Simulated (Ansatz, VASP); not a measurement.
Mg3Co in VASP and in Ansatz

```xyz
4
Lattice="0.0000 3.2970 3.2970 3.2970 0.0000 3.2970 3.2970 3.2970 0.0000" Properties=species:S:1:pos:R:3 pbc="T T T"
Co    0.0000    0.0000    0.0000
Mg    4.9455    4.9455    4.9455
Mg    3.2970    3.2970    3.2970
Mg    1.6485    1.6485    1.6485
```

Alike in both runs: task single point; functional PBE; k mesh 7 × 7 × 7; occupations fermi-dirac, width 0.05 eV; collinear spin.

```csv
,VASP,Ansatz
version,VASP 6.6.1,Ansatz 0.2.0
potentials or method,"VASP PAW PBE potentials, release 64 (Co, Mg)",Ansatz PAW
plane-wave cutoff (eV),520,420
valence electrons in the cell,15,47
```

```tsv
	VASP	Ansatz	Ansatz less VASP
gap on the k mesh at the Fermi level (eV)	none	none	-
pressure (GPa)	-2.0	-1.9	+0.11
net moment per atom (μB)	0.14	0.14	+0.003
size of the moment on the site where the two differ most (μB)	0.64	0.67	+0.023
```

Site moments also hang on the region over which each program counts them. A gap of «none» marks a metal or a gap that the smearing closes. VASP's potentials hold 15 valence electrons a cell and Ansatz's 47, so a difference there can come from the potentials and not from the codes.
